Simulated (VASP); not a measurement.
HfN:

```
Hf N
1.0
     0.00000    2.25600    2.25600
     2.25600    0.00000    2.25600
     2.25600    2.25600    0.00000
Hf N
1 1
Direct
  0.00000 0.00000 0.00000
  0.50000 0.50000 0.50000
```

| Property | Result |
| --- | --- |
| Program | VASP 6.6.1 |
| Task | relaxation of volume and atoms at fixed shape |
| Functional | PBE |
| Potentials or basis | VASP PAW PBE potentials, release 64 (Hf_pv, N) |
| Cutoff | 600 eV |
| k mesh | 11 × 11 × 11 |
| Occupations | methfessel-paxton, width 0.15 eV |
| Spin | no spin polarisation |

At the start: pressure 4.1 GPa; volume 11.48 Å³/atom.

How do energy, volume and symmetry change on relaxing?

Over 3 steps the energy falls by 2.2 meV/atom and the volume is 11.65 Å³/atom (+1.5 %); space group Fm-3m (No. 225, to 0.05 Å).

Step by step:
```
step  energy change (eV)  largest force (eV/Å)  pressure (GPa)  volume (Å³)
   1              0.0000                0.0000            4.12        22.96
   2              0.0105                0.0000           -7.04        23.96
   3             -0.0043                0.0000           -0.02        23.31
```

Final structure:
```
Hf N
1.0
     0.00000    2.26720    2.26720
     2.26720    0.00000    2.26720
     2.26720    2.26720    0.00000
Hf N
1 1
Cartesian
  0.0000 0.0000 0.0000
  2.2672 2.2672 2.2672
```
